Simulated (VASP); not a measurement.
# BN (F-43m) in VASP: a series of runs, part 2 of 2

VASP 6.6.1. The steps go on from the part before.

## 4. Single point, HSE06 (strain +2.0%)

POSCAR reads:

```
BN
1.0
    0.0000000000      1.8409219743      1.8409219743
    1.8409219743      0.0000000000      1.8409219743
    1.8409219743      1.8409219743      0.0000000000
B N
1 1
Direct
    0.0000000000      0.0000000000      0.0000000000
    0.2500000000      0.2500000000      0.2500000000
```

INCAR.step1 reads:

```
SYSTEM = BN
  ALGO = Normal
  EDIFF = 1E-5
  ENCUT = 520
  GGA = PE
  ISIF = 2
  ISMEAR = 0
  LASPH = .True.
  LCHARG = .False.
  LREAL = .False.
  LWAVE = .True.
  NBANDS = 11
  NELM = 80
  PREC = Accurate
  SIGMA = 0.01
```

INCAR.step2 reads:

```
SYSTEM = BN
  ALGO = Normal
  EDIFF = 1E-7
  ENCUT = 520
  GGA = PE
  HFSCREEN = 0.2079
  ISIF = 2
  ISMEAR = 0
  ISTART = 1
  LASPH = .True.
  LCHARG = .False.
  LHFCALC = .True.
  LREAL = .False.
  LWAVE = .False.
  NBANDS = 11
  NELM = 80
  PREC = Accurate
  PRECFOCK = Normal
  SIGMA = 0.01
```

KPOINTS reads:

```
k-points
0
Gamma
  8 8 8
  0 0 0
```

On the command line:

```console
$ cat potpaw_PBE.64/B/POTCAR potpaw_PBE.64/N/POTCAR > POTCAR
$ cp INCAR.step1 INCAR
$ mpirun -np 1 vasp_std > vasp.out
$ cp INCAR.step2 INCAR
$ mpirun -np 1 vasp_std > vasp.out
```

Wall time 15 min (1 thread of Intel Xeon Platinum 8259CL at 2.50GHz (Skylake/Cascade Lake), shared host); peak memory 0.23 GiB.

The run converged. Its results:

| Item | Value |
| --- | --- |
| Free energy | -20.2621 eV |
| Pressure | -24.8 GPa |
| Band gap on the k mesh | 5.70 eV (least direct gap 10.27 eV) |

Levels at points of the mesh, in eV from the valence-band top:
```csv
k point,band 1,band 2,band 3,band 4,band 5,band 6,band 7,band 8,band 9
"(0.00, 0.00, 0.00)",-21.47,0.00,0.00,0.00,10.27,10.27,10.27,11.20,25.67
"(0.50, 0.00, 0.00)",-17.22,-11.11,-2.00,-2.00,11.10,12.19,12.19,16.79,24.73
"(0.50, 0.50, 0.00)",-15.81,-9.40,-5.03,-5.03,5.70,10.40,19.58,19.58,22.26
```

Caveat: the cell differs from its parent crystal (strain +2.0%); the cell stands under tension; the PAW data sets were made with another functional, which shifts forces and pressure a little. A k mesh can miss the band edges.

## 5. Single point, r2SCAN (strain +1.0%)

POSCAR reads:

```
BN
1.0
    0.0000000000      1.8228737197      1.8228737197
    1.8228737197      0.0000000000      1.8228737197
    1.8228737197      1.8228737197      0.0000000000
B N
1 1
Direct
    0.0000000000      0.0000000000      0.0000000000
    0.2500000000      0.2500000000      0.2500000000
```

INCAR.step1 reads:

```
ALGO = Normal
EDIFF = 1E-5
ENCUT = 1460
GGA = PE
GGA_COMPAT = F
ISMEAR = 0
LASPH = T
LCHARG = F
LREAL = F
LWAVE = T
NBANDS = 11
NELM = 120
PREC = Accurate
SIGMA = 0.01
```

INCAR.step2 reads:

```
ALGO = Normal
EDIFF = 1E-6
ENCUT = 1460
GGA_COMPAT = F
ISIF = 2
ISMEAR = 0
ISTART = 1
LASPH = T
LCHARG = F
LMIXTAU = T
LREAL = F
LWAVE = F
METAGGA = R2SCAN
NBANDS = 11
NELM = 120
PREC = Accurate
SIGMA = 0.01
```

KPOINTS reads:

```
k-points
0
Gamma
  12 12 12
```

Potentials or basis: VASP PAW PBE potentials, release 64 (B_h, N_h).

On the command line:

```console
$ cat potpaw_PBE.64/B_h/POTCAR potpaw_PBE.64/N_h/POTCAR > POTCAR
$ cp INCAR.step1 INCAR
$ mpirun -np 1 vasp_std > vasp.out
$ cp INCAR.step2 INCAR
$ mpirun -np 1 vasp_std > vasp.out
```

OUTCAR:

```text
EDIFF = 1E-6
   ENCUT = 1460
   ISIF = 2
   ISMEAR = 0
   ISTART = 1
   LASPH = T
   LREAL = F
   METAGGA = R2SCAN
   NELM = 120
   PREC = Accurate

 ion  position               nearest neighbor table
   1  0.000  0.000  0.000-
   2  0.250  0.250  0.250-

  LATTYP: Found a face centered cubic cell.
 ALAT       =     3.6457474394

  Lattice vectors:

 A1 = (   0.0000000000,   1.8228737197,   1.8228737197)
 A2 = (   1.8228737197,   0.0000000000,   1.8228737197)
 A3 = (   1.8228737197,   1.8228737197,   0.0000000000)

Analysis of symmetry for initial positions (statically):
=====================================================================
 Subroutine PRICEL returns:
 Original cell was already a primitive cell.

 Routine SETGRP: Setting up the symmetry group for a
 face centered cubic supercell.

 Subroutine GETGRP returns: Found 24 space group operations
 (whereof 24 operations were pure point group operations)
 out of a pool of 48 trial point group operations.

The static configuration has the point symmetry T_d .

Analysis of symmetry for dynamics (positions and initial velocities):
=====================================================================
 Subroutine PRICEL returns:
 Original cell was already a primitive cell.

 Routine SETGRP: Setting up the symmetry group for a
 face centered cubic supercell.

 Subroutine GETGRP returns: Found 24 space group operations
 (whereof 24 operations were pure point group operations)
 out of a pool of 48 trial point group operations.

The dynamic configuration has the point symmetry T_d .

 Subroutine INISYM returns: Found 24 space group operations
 (whereof 24 operations are pure point group operations),
 and found     1 'primitive' translations

----------------------------------------------------------------------------------------

                                     Primitive cell

  volume of cell :      12.1143

  direct lattice vectors                    reciprocal lattice vectors
     0.000000000  1.822873720  1.822873720    -0.274292176  0.274292176  0.274292176
     1.822873720  0.000000000  1.822873720     0.274292176 -0.274292176  0.274292176
     1.822873720  1.822873720  0.000000000     0.274292176  0.274292176 -0.274292176

  length of vectors
     2.577932737  2.577932737  2.577932737     0.475087986  0.475087986  0.475087986

  position of ions in fractional coordinates (direct lattice)
     0.000000000  0.000000000  0.000000000
     0.250000000  0.250000000  0.250000000

  ion indices of the primitive-cell ions
   primitive index   ion index
                 1           1
                 2           2

----------------------------------------------------------------------------------------

 KPOINTS: k-points

Automatic generation of k-mesh.
 Grid dimensions read from file:
 generate k-points for:   12   12   12

 Generating k-lattice:

  Cartesian coordinates                     Fractional coordinates (reciprocal lattice)
    -0.022857681  0.022857681  0.022857681     0.083333333  0.000000000  0.000000000
     0.022857681 -0.022857681  0.022857681     0.000000000  0.083333333  0.000000000
     0.022857681  0.022857681 -0.022857681     0.000000000  0.000000000  0.083333333

  Length of vectors
     0.039590665  0.039590665  0.039590665

  Shift w.r.t. Gamma in fractional coordinates (k-lattice)
     0.000000000  0.000000000  0.000000000

 Subroutine IBZKPT returns following result:
 ===========================================

 Found     72 irreducible k-points:

 Following reciprocal coordinates:
            Coordinates               Weight
  0.000000  0.000000  0.000000      1.000000
  0.083333  0.000000  0.000000      8.000000
  0.166667  0.000000  0.000000      8.000000
  0.250000  0.000000  0.000000      8.000000
  0.333333  0.000000  0.000000      8.000000
  0.416667  0.000000  0.000000      8.000000
[... 16 lines left out ...]
  0.500000  0.166667  0.000000     24.000000
 -0.416667  0.166667  0.000000     24.000000
 [... further k-points ...]
   k-points           NKPTS =     72   k-points in BZ     NKDIM =     72   number of bands    NBANDS=     11
   number of dos      NEDOS =    301   number of ions     NIONS =      2
   total plane-waves  NPLWV =  32768
   dimension x,y,z NGX =    32 NGY =   32 NGZ =   32
   dimension x,y,z NGXF=    64 NGYF=   64 NGZF=   64
   ions per type =               1   1
   NGX,Y,Z   is equivalent  to a cutoff of  20.64, 20.64, 20.64 a.u.
   NGXF,Y,Z  is equivalent  to a cutoff of  41.27, 41.27, 41.27 a.u.
 SYSTEM =  unknown system
   PREC   = accura    normal or accurate (medium, high low for compatibility)
   ISTART =      1    job   : 0-new  1-cont  2-samecut
   ICHARG =      0    charge: 1-file 2-atom 10-const
   ISPIN  =      1    spin polarized calculation?
   LNONCOLLINEAR =      F non collinear calculations
   LSORBIT =      F    spin-orbit coupling
   LASPH  =      T    aspherical Exc in radial PAW
   ENCUT  = 1460.0 eV 107.31 Ry   10.36 a.u.   8.03  8.03  8.03*2*pi/ulx,y,z
   NELM   =    120;   NELMIN=  2; NELMDL=  0     # of ELM steps
   EDIFF  = 0.1E-05   stopping-criterion for ELM
   LREAL  =      F    real-space projection
   EDIFFG = 0.1E-04   stopping-criterion for IOM
   NSW    =      0    number of steps for IOM
   IBRION =     -1    ionic relax: 0-MD 1-quasi-New 2-CG
   NFREE  =      0    steps in history (QN), initial steepest desc. (CG)
   ISIF   =      2    stress and relaxation
   ISYM   =      2    0-nonsym 1-usesym 2-fastsym
   POTIM  = 0.5000    time-step for ionic-motion
   TEBEG  =    0.0;   TEEND  =   0.0 temperature during run
   PSTRESS=    0.0 pullay stress
   NELECT =       8.0000    total number of electrons
   NUPDOWN=      -1.0000    fix difference up-down
   EMIN   =  10.00;   EMAX   =-10.00  energy-range for DOS
   EFERMI =   0.00;   METHOD = LEGACY
   ISMEAR =     0;   SIGMA  =   0.01  broadening in eV -4-tet -1-fermi 0-gaus
   EFERMI_NEDOS =   21; number of points for ismear=-14 and -15
   IALGO  =     38    algorithm
   IMIX   =      4    mixing-type and parameters
     AMIX     =   0.40;   BMIX     =  1.00
     AMIX_MAG =   1.60;   BMIX_MAG =  1.00
  volume/ion in A,a.u.               =       6.06        40.88
  Fermi-wavevector in a.u.,A,eV,Ry     =   1.425624  2.694038 27.652521  2.032403
  Thomas-Fermi vector in A             =   2.545988
   LORBIT       =      0    0 simple, 1 ext, 2 COOP (PROOUT), +10 PAW based schemes
   METAGGA = R2SCAN    functional components
   LHFCALC =     F    Hartree Fock is set to
   AEXX    =    0.0000 exact exchange contribution
   IVDW    =     0    specifies the selected vdW correction
   LEPSILON=     F    determine dielectric tensor
   LRPA    =     F    only Hartree local field effects (RPA)
 non-spin polarized calculation
 Gauss-broadening in eV      SIGMA  =   0.01
  energy-cutoff  :     1460.00
  volume of cell :       12.11
 maximum number of plane-waves:      1572
   NGX = 17   NGY = 17   NGZ = 17

 number of electron       8.0000000 magnetization

 Free energy of the ion-electron system (eV)
  ---------------------------------------------------
  ext. energy  EPLUGINS =         0.00000000
  ---------------------------------------------------
  free energy    TOTEN  =       -19.19103782 eV

  energy without entropy =      -19.19103782  energy(sigma->0) =      -19.19103782

 E-fermi :   8.6297     XC(G=0): -13.6203

 val. band max:        8.5726330000   @ k =   0.0000   0.0000   0.0000
 cond. band min:      13.5312462491   @ k =   0.5000   0.5000   0.0000
 fundamental gap:      4.9586132491
 Fermi energy:         8.6296628007

 k-point     1 :       0.0000    0.0000    0.0000
  band No.  band energies     occupation
      1     -12.4196      2.00000
      2       8.5726      2.00000
      3       8.5726      2.00000
      4       8.5726      2.00000
      5      17.9952      0.00000
      6      17.9952      0.00000
      7      17.9952      0.00000
      8      19.1999      0.00000
      9      34.2121      0.00000
     10      36.9649      0.00000
     11      36.9649      0.00000
[... 309 lines left out ...]
 k-point    24 :      -0.4167    0.1667    0.0000
  band No.  band energies     occupation
      1      -7.8797      2.00000
      2      -1.5675      2.00000
      3       4.3667      2.00000
      4       5.9801      2.00000
      5      18.4476      0.00000
      6      21.2617      0.00000
      7      21.5018      0.00000
      8      25.0524      0.00000
      9      30.6084      0.00000
     10      34.8135      0.00000
     11      36.3014      0.00000

 [... further k-points ...]
[... 5 lines left out ...]
  --------------------------------------------------------------------------------------
  -------------------------------------------------------------------------------------
  Total       -0.8671740     -0.8671740     -0.8671740     -0.0000000     -0.0000000     -0.0000000
  in kB     -114.6877655   -114.6877655   -114.6877655     -0.0000000     -0.0000000     -0.0000000
  external PRESSURE =    -114.6877655 kB  Pullay stress =       0.0000000 kB

 VOLUME and BASIS-vectors are now :
 -----------------------------------------------------------------------------
  energy-cutoff  :     1460.00
  volume of cell :       12.11
      direct lattice vectors                 reciprocal lattice vectors
     0.000000000  1.822873720  1.822873720    -0.274292176  0.274292176  0.274292176
     1.822873720  0.000000000  1.822873720     0.274292176 -0.274292176  0.274292176
     1.822873720  1.822873720  0.000000000     0.274292176  0.274292176 -0.274292176

 POSITION                                       TOTAL-FORCE (eV/Angst)
 -----------------------------------------------------------------------------------
      0.00000      0.00000      0.00000        -0.000000     -0.000000     -0.000000
      0.91144      0.91144      0.91144         0.000000      0.000000      0.000000
 -----------------------------------------------------------------------------------
    total drift:                               -0.000000     -0.000000     -0.000000

  FREE ENERGIE OF THE ION-ELECTRON SYSTEM (eV)
  ---------------------------------------------------
  free  energy   TOTEN  =       -19.1910378241 eV

  energy  without entropy=      -19.1910378241  energy(sigma->0) =      -19.19103782
```

OSZICAR.step1:

```text
N       E                     dE             d eps       ncg     rms          rms(c)
DAV:   1     0.311711996326E+02    0.31171E+02   -0.84708E+03  1584   0.161E+03
DAV:   2    -0.164148824927E+02   -0.47586E+02   -0.44970E+02  2193   0.220E+02
DAV:   3    -0.183604934014E+02   -0.19456E+01   -0.19395E+01  1935   0.390E+01
DAV:   4    -0.183672166700E+02   -0.67233E-02   -0.67227E-02  1741   0.267E+00
DAV:   5    -0.183672440403E+02   -0.27370E-04   -0.27370E-04  1863   0.171E-01    0.590E+00
DAV:   6    -0.175343598293E+02    0.83288E+00   -0.29685E+00  1626   0.947E+00    0.228E+00
DAV:   7    -0.174788655278E+02    0.55494E-01   -0.11611E-01  1808   0.285E+00    0.122E+00
DAV:   8    -0.174671690415E+02    0.11696E-01   -0.37114E-02  1795   0.138E+00    0.142E-01
DAV:   9    -0.174674207902E+02   -0.25175E-03   -0.24521E-03  1684   0.326E-01    0.710E-02
DAV:  10    -0.174674782315E+02   -0.57441E-04   -0.23652E-04  1802   0.131E-01    0.126E-02
DAV:  11    -0.174674848809E+02   -0.66494E-05   -0.21658E-05  1768   0.422E-02
   1 F= -.17467485E+02 E0= -.17467485E+02  d E =-.485532E-43
```

It took 89 s on 1 thread of AMD EPYC 7R13 (Zen 3), shared host; peak memory 0.17 GiB.

Results:

```
Free energy            : -19.1910 eV
Pressure               : -11.5 GPa
Band gap on the k mesh : 4.96 eV (least direct gap 9.42 eV)
```

Levels at points of the mesh, in eV from the valence-band top:
```tsv
k point	band 1	band 2	band 3	band 4	band 5	band 6	band 7	band 8	band 9
(0.00, 0.00, 0.00)	-20.99	0.00	0.00	0.00	9.42	9.42	9.42	10.63	25.64
(0.50, 0.00, 0.00)	-16.82	-10.84	-1.96	-1.96	10.44	11.34	11.34	16.13	24.50
(0.50, 0.50, 0.00)	-15.44	-9.15	-4.96	-4.96	4.96	9.66	18.88	18.88	21.74
```

Caveat: the cell differs from its parent crystal (strain +1.0%); the cell stands under tension; the PAW data sets were made with another functional, which shifts forces and pressure a little.

## 6. The runs side by side

```csv
level,potentials or basis,cell,k mesh,cutoff (eV),grid for exact exchange (PRECFOCK),share of exact exchange,screening parameter,gap on the mesh (eV),pressure (GPa)
r2SCAN,"VASP PAW PBE potentials, release 64 (B_h, N_h)","a = 2.552 Å, angles 60.0°, 2 atoms",12 × 12 × 12,1460,-,-,-,5.00,-0.4
HSE06,"VASP PAW PBE potentials, release 64 (B, N)","a = 2.578 Å, angles 60.0°, 2 atoms",8 × 8 × 8,520,Normal,0.25,0.2079 1/Å,5.74,-15.0
HSE06,"VASP PAW PBE potentials, release 64 (B, N)","a = 2.603 Å, angles 60.0°, 2 atoms",8 × 8 × 8,520,Normal,0.25,0.2079 1/Å,5.70,-24.8
r2SCAN,"VASP PAW PBE potentials, release 64 (B_h, N_h)","a = 2.578 Å, angles 60.0°, 2 atoms",12 × 12 × 12,1460,-,-,-,4.96,-11.5
```

Alike in all rows: task single point; no spin polarisation; smearing gaussian 0.01 eV.

Caveats: the PAW data sets were made with another functional, which shifts forces and pressure a little; the cell stands under tension (at least some runs).

Total energies depend on the potentials used, so only differences within one code and one set of settings carry meaning.
